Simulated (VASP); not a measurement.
# V (Im-3m) in VASP: further runs

Runs on V. Level: PBE. Tasks: relaxation of cell and atoms.

Program: VASP 6.6.1. These are calculated values, not measurements. Logs are shortened: lines on timing, memory, paths and dates and some standing lists are left out, and cuts for length are marked.

## Step 1: The cell of the first run

Symmetry: Im-3m, No. 229, cubic system. Conventional cell: a = 3.030 Å, b = 3.030 Å, c = 3.030 Å, α = 90.00°, β = 90.00°, γ = 90.00°. Within 3.5 Å of V (site symmetry m-3m) lie 14 V at 2.62 to 3.03 Å.

## Step 2: Relaxation of cell and atoms, PBE, collinear spin, ferromagnetic start, target pressure 20 GPa, at which the enthalpy is minimised

Input file INCAR:

```
ALGO = Normal ; EDIFF = 1E-6
EDIFFG = -0.03 ; ENCUT = 600
GGA = PE ; IBRION = 2
ISIF = 3 ; ISMEAR = -1
ISPIN = 2 ; LASPH = True
LCHARG = False ; LMAXMIX = 4
LORBIT = 11 ; LREAL = False
LWAVE = False ; MAGMOM = 1.5
NELM = 150 ; NSW = 80
PREC = Accurate ; PSTRESS = 200.0
SIGMA = 0.1
```

Input file KPOINTS:

```
k-points
0
Gamma
  11 11 11
```

Input file POSCAR:

```
V
1.0
    1.5150000000      1.5150000000      1.5150000000
   -1.5150000000      1.5150000000      1.5150000000
   -1.5150000000     -1.5150000000      1.5150000000
V
1
Direct
    0.0000000000      0.0000000000      0.0000000000
```

Potentials or basis: VASP PAW PBE potentials, release 64 (V_sv).

Run with:

```sh
$ cat potpaw_PBE.64/V_sv/POTCAR > POTCAR
$ mpirun -np 1 vasp_std > vasp.out
```

OUTCAR:

```text
EDIFF = 1E-6
   EDIFFG = -0.03
   ENCUT = 600
   GGA = PE
   IBRION = 2
   ISIF = 3
   ISMEAR = -1
   ISPIN = 2
   LASPH = True
   LORBIT = 11
   LREAL = False
   NELM = 150
   NSW = 80
   PREC = Accurate
   PSTRESS = 200.0

 ion  position               nearest neighbor table
   1  0.000  0.000  0.000-

  LATTYP: Found a body centered cubic cell.
 ALAT       =     3.0300000000

  Lattice vectors:

 A1 = (   1.5150000000,  -1.5150000000,  -1.5150000000)
 A2 = (   1.5150000000,   1.5150000000,   1.5150000000)
 A3 = (  -1.5150000000,  -1.5150000000,   1.5150000000)

Analysis of symmetry for initial positions (statically):
=====================================================================
 Subroutine PRICEL returns:
 Original cell was already a primitive cell.

 Routine SETGRP: Setting up the symmetry group for a
 body centered cubic supercell.

 Subroutine GETGRP returns: Found 48 space group operations
 (whereof 48 operations were pure point group operations)
 out of a pool of 48 trial point group operations.

The static configuration has the point symmetry O_h .

Analysis of symmetry for dynamics (positions and initial velocities):
=====================================================================
 Subroutine PRICEL returns:
 Original cell was already a primitive cell.

 Routine SETGRP: Setting up the symmetry group for a
 body centered cubic supercell.

 Subroutine GETGRP returns: Found 48 space group operations
 (whereof 48 operations were pure point group operations)
 out of a pool of 48 trial point group operations.

The dynamic configuration has the point symmetry O_h .

Analysis of structural, dynamic, and magnetic symmetry:
=====================================================================
 Subroutine PRICEL returns:
 Original cell was already a primitive cell.

 Routine SETGRP: Setting up the symmetry group for a
 body centered cubic supercell.

 Subroutine GETGRP returns: Found 48 space group operations
 (whereof 48 operations were pure point group operations)
 out of a pool of 48 trial point group operations.

The overall configuration has the point symmetry O_h .

 Subroutine INISYM returns: Found 48 space group operations
 (whereof 48 operations are pure point group operations),
 and found     1 'primitive' translations

----------------------------------------------------------------------------------------

                                     Primitive cell

  volume of cell :      13.9091

  direct lattice vectors                    reciprocal lattice vectors
     1.515000000  1.515000000  1.515000000     0.330033003  0.000000000  0.330033003
    -1.515000000  1.515000000  1.515000000    -0.330033003  0.330033003  0.000000000
    -1.515000000 -1.515000000  1.515000000     0.000000000 -0.330033003  0.330033003

  length of vectors
     2.624056973  2.624056973  2.624056973     0.466737149  0.466737149  0.466737149

  position of ions in fractional coordinates (direct lattice)
     0.000000000  0.000000000  0.000000000

  ion indices of the primitive-cell ions
   primitive index   ion index
                 1           1

----------------------------------------------------------------------------------------

 KPOINTS: k-points

Automatic generation of k-mesh.
 Grid dimensions read from file:
 generate k-points for:   11   11   11

 Generating k-lattice:

  Cartesian coordinates                     Fractional coordinates (reciprocal lattice)
     0.030003000  0.000000000  0.030003000     0.090909091  0.000000000  0.000000000
    -0.030003000  0.030003000  0.000000000     0.000000000  0.090909091  0.000000000
     0.000000000 -0.030003000  0.030003000     0.000000000  0.000000000  0.090909091

  Length of vectors
     0.042430650  0.042430650  0.042430650

  Shift w.r.t. Gamma in fractional coordinates (k-lattice)
     0.000000000  0.000000000  0.000000000

 Subroutine IBZKPT returns following result:
 ===========================================

 Found     56 irreducible k-points:

 Following reciprocal coordinates:
            Coordinates               Weight
  0.000000  0.000000  0.000000      1.000000
  0.090909  0.000000  0.000000     12.000000
  0.181818  0.000000  0.000000     12.000000
  0.272727  0.000000  0.000000     12.000000
  0.363636  0.000000  0.000000     12.000000
  0.454545  0.000000  0.000000     12.000000
[... 16 lines left out ...]
  0.363636  0.181818  0.090909     48.000000
  0.454545  0.181818  0.090909     48.000000
 [... further k-points ...]
   k-points           NKPTS =     56   k-points in BZ     NKDIM =     56   number of bands    NBANDS=     11
   number of dos      NEDOS =    301   number of ions     NIONS =      1
   total plane-waves  NPLWV =  13824
   dimension x,y,z NGX =    24 NGY =   24 NGZ =   24
   dimension x,y,z NGXF=    48 NGYF=   48 NGZF=   48
   ions per type =               1
   NGX,Y,Z   is equivalent  to a cutoff of  15.21, 15.21, 15.21 a.u.
   NGXF,Y,Z  is equivalent  to a cutoff of  30.41, 30.41, 30.41 a.u.
 SYSTEM =  unknown system
   PREC   = accura    normal or accurate (medium, high low for compatibility)
   ISTART =      0    job   : 0-new  1-cont  2-samecut
   ICHARG =      2    charge: 1-file 2-atom 10-const
   ISPIN  =      2    spin polarized calculation?
   LNONCOLLINEAR =      F non collinear calculations
   LSORBIT =      F    spin-orbit coupling
   LASPH  =      T    aspherical Exc in radial PAW
   ENCUT  =  600.0 eV  44.10 Ry    6.64 a.u.   5.24  5.24  5.24*2*pi/ulx,y,z
   NELM   =    150;   NELMIN=  2; NELMDL= -5     # of ELM steps
   EDIFF  = 0.1E-05   stopping-criterion for ELM
   LREAL  =      F    real-space projection
   EDIFFG = -.3E-01   stopping-criterion for IOM
   NSW    =     80    number of steps for IOM
   IBRION =      2    ionic relax: 0-MD 1-quasi-New 2-CG
   NFREE  =      1    steps in history (QN), initial steepest desc. (CG)
   ISIF   =      3    stress and relaxation
   ISYM   =      2    0-nonsym 1-usesym 2-fastsym
   POTIM  = 0.5000    time-step for ionic-motion
   TEBEG  =    0.0;   TEEND  =   0.0 temperature during run
   PSTRESS=  200.0 pullay stress
   NELECT =      13.0000    total number of electrons
   NUPDOWN=      -1.0000    fix difference up-down
   EMIN   =  10.00;   EMAX   =-10.00  energy-range for DOS
   EFERMI =   0.00;   METHOD = LEGACY
   ISMEAR =    -1;   SIGMA  =   0.10  broadening in eV -4-tet -1-fermi 0-gaus
   EFERMI_NEDOS =   21; number of points for ismear=-14 and -15
   IALGO  =     38    algorithm
   IMIX   =      4    mixing-type and parameters
     AMIX     =   0.40;   BMIX     =  1.00
     AMIX_MAG =   1.60;   BMIX_MAG =  1.00
  volume/ion in A,a.u.               =      13.91        93.86
  Fermi-wavevector in a.u.,A,eV,Ry     =   1.600626  3.024745 34.858194  2.562005
  Thomas-Fermi vector in A             =   2.697733
   LORBIT       =     11    0 simple, 1 ext, 2 COOP (PROOUT), +10 PAW based schemes
   GGA     = PE    functional components
   LHFCALC =     F    Hartree Fock is set to
   AEXX    =    0.0000 exact exchange contribution
   IVDW    =     0    specifies the selected vdW correction
   LEPSILON=     F    determine dielectric tensor
   LRPA    =     F    only Hartree local field effects (RPA)
 conjugate gradient relaxation of ions
 spin polarized calculation
  energy-cutoff  :      600.00
  volume of cell :       13.91
 maximum number of plane-waves:       474
 NGX is ok and might be reduce to    24
   NGX = 11   NGY = 11   NGZ = 11

--------------------------------------- Ionic step        1  -------------------------------------------

 number of electron      13.0000004 magnetization       0.0004333

 Free energy of the ion-electron system (eV)
  ---------------------------------------------------
  ext. energy  EPLUGINS =         0.00000000
  ---------------------------------------------------
  free energy    TOTEN  =        -9.01356411 eV

  energy without entropy =       -8.95405308  energy(sigma->0) =       -8.98380860

 E-fermi :   9.3299     XC(G=0): -12.7312

 val. band max:        9.2862839677   @ k =  -0.4545   0.1818   0.0000
 cond. band min:       9.3874216724   @ k =   0.2727   0.1818   0.0909
 fundamental gap:      0.1011377047
 Fermi energy:         9.3299481704

 spin component 1

 k-point     1 :       0.0000    0.0000    0.0000
  band No.  band energies     occupation
      1     -54.4420      1.00000
      2     -27.7922      1.00000
      3     -27.7922      1.00000
      4     -27.7922      1.00000
      5       2.7984      1.00000
      6       9.7195      0.01992
      7       9.7195      0.01992
      8       9.7195      0.01992
      9      11.6501      0.00000
     10      11.6501      0.00000
     11      29.5465      0.00000

 k-point     2 :       0.0909    0.0000    0.0000
  band No.  band energies     occupation
      1     -54.4284      1.00000
      2     -27.8592      1.00000
      3     -27.8129      1.00000
      4     -27.7926      1.00000
      5       3.1200      1.00000
      6       9.5867      0.07125
      7       9.6854      0.02779
      8       9.9456      0.00212
      9      11.5077      0.00000
     10      11.6595      0.00000
     11      28.9074      0.00000
[... 748 lines left out ...]
 POSITION                                       TOTAL-FORCE (eV/Angst)
 -----------------------------------------------------------------------------------
     -0.00000     -0.00000      0.00000        -0.000000     -0.000000      0.000000
 -----------------------------------------------------------------------------------
    total drift:                               -0.000000     -0.000000     -0.000000

  FREE ENERGIE OF THE ION-ELECTRON SYSTEM (eV)
  ---------------------------------------------------
  free  energy   TOTEN  =        -8.9644806508 eV

  energy  without entropy=       -8.9094379569  energy(sigma->0) =       -8.93695930

  enthalpy is  TOTEN    =        -7.4138051141 eV   P V=        1.5506755368

--------------------------------------- Ionic step        4  -------------------------------------------

 number of electron      13.0000004 magnetization      -0.0000001

 number of electron      13.0000004 magnetization       0.0000002

 Free energy of the ion-electron system (eV)
  ---------------------------------------------------
  ext. energy  EPLUGINS =         0.00000000
  ---------------------------------------------------
  free energy    TOTEN  =        -8.95344613 eV

  energy without entropy =       -8.89866352  energy(sigma->0) =       -8.92605483

 E-fermi :  10.8645     XC(G=0): -13.3925

 val. band max:       10.8533037933   @ k =   0.3636   0.0909   0.0909
 cond. band min:      10.8942625001   @ k =   0.2727   0.1818   0.0909
 fundamental gap:      0.0409587068
 Fermi energy:        10.8645240096

 spin component 1

 k-point     1 :       0.0000    0.0000    0.0000
  band No.  band energies     occupation
      1     -52.7732      1.00000
      2     -25.9086      1.00000
      3     -25.9086      1.00000
      4     -25.9086      1.00000
      5       4.0964      1.00000
      6      11.2784      0.01569
      7      11.2784      0.01569
      8      11.2784      0.01569
      9      13.5224      0.00000
     10      13.5224      0.00000
     11      32.0395      0.00000

 k-point     2 :       0.0909    0.0000    0.0000
  band No.  band energies     occupation
      1     -52.7514      1.00000
      2     -26.0074      1.00000
      3     -25.9381      1.00000
      4     -25.9095      1.00000
      5       4.4555      1.00000
      6      11.1191      0.07270
      7      11.2371      0.02353
      8      11.5449      0.00111
      9      13.3473      0.00000
     10      13.5332      0.00000
     11      31.5702      0.00000
[... 661 lines left out ...]
 VOLUME and BASIS-vectors are now :
 -----------------------------------------------------------------------------
  energy-cutoff  :      600.00
  volume of cell :       12.33
      direct lattice vectors                 reciprocal lattice vectors
     1.455271083  1.455271083  1.455271083     0.343578599  0.000000000  0.343578599
    -1.455271083  1.455271083  1.455271083    -0.343578599  0.343578599  0.000000000
    -1.455271083 -1.455271083  1.455271083     0.000000000 -0.343578599  0.343578599

 POSITION                                       TOTAL-FORCE (eV/Angst)
 -----------------------------------------------------------------------------------
     -1.45527      1.45527      1.45527         0.000000      0.000000      0.000000
 -----------------------------------------------------------------------------------
    total drift:                               -0.000000      0.000000      0.000000

  FREE ENERGIE OF THE ION-ELECTRON SYSTEM (eV)
  ---------------------------------------------------
  free  energy   TOTEN  =        -8.9534461319 eV

  energy  without entropy=       -8.8986635236  energy(sigma->0) =       -8.92605483

  enthalpy is  TOTEN    =        -7.4145436365 eV   P V=        1.5389024954

 reached required accuracy - stopping structural energy minimisation

 total charge

# of ion       s       p       d       tot
------------------------------------------
    1        2.370   6.252   3.197  11.819

 magnetization (x)

# of ion       s       p       d       tot
------------------------------------------
    1       -0.000  -0.000  -0.000  -0.000
```

It took 58 s on 1 thread of Intel Xeon 8259CL, shared host; peak memory 0.17 GiB.

Results:

```
Free energy                                                : -8.9534 eV
Relaxed volume                                             : 12.33 Å³/atom
Relaxed cell                                               : a = 2.521 Å, b = 2.521 Å, c = 2.521 Å, α = 70.53°, β = 109.47°, γ = 70.53°
Space group after relaxing (to 0.1 Å)                      : Im-3m (No. 229)
Energy change on relaxing (the run minimises the enthalpy) : +60.1 meV/atom
Ionic steps                                                : 4
Pressure after relaxing                                    : 19.8 GPa
Net moment                                                 : 0.00 μB per cell
Valence electrons inside the program's atomic spheres      : V 11.82
```

The path:
```
step  energy change (eV)  largest force (eV/Å)  pressure (GPa)  volume (Å³)
   1              0.0000                0.0000           -5.13        13.91
   2              0.8431                0.0000           97.19         9.96
   3              0.0491                0.0000           17.70        12.42
   4              0.0601                0.0000           19.75        12.33
```

Final structure:
```
V
1.0
     1.45527    1.45527    1.45527
    -1.45527    1.45527    1.45527
    -1.45527   -1.45527    1.45527
V
1
Direct
  0.00000 0.00000 0.00000
```

Levels at points of the mesh, in eV from the Fermi level:
Spin up:
```tsv
k point	band 4	band 5	band 6	band 7	band 8	band 9
(0.00, 0.00, 0.00)	-36.77	-6.77	0.41	0.41	0.41	2.66
```
Spin down:
```
           k point  band 4  band 5  band 6  band 7  band 8  band 9
(0.00, 0.00, 0.00)  -36.77   -6.77    0.41    0.41    0.41    2.66
```

Caveat: the cell is relaxed towards a set pressure, so the run minimises the enthalpy, not the energy.

[end of part 1 of 2]
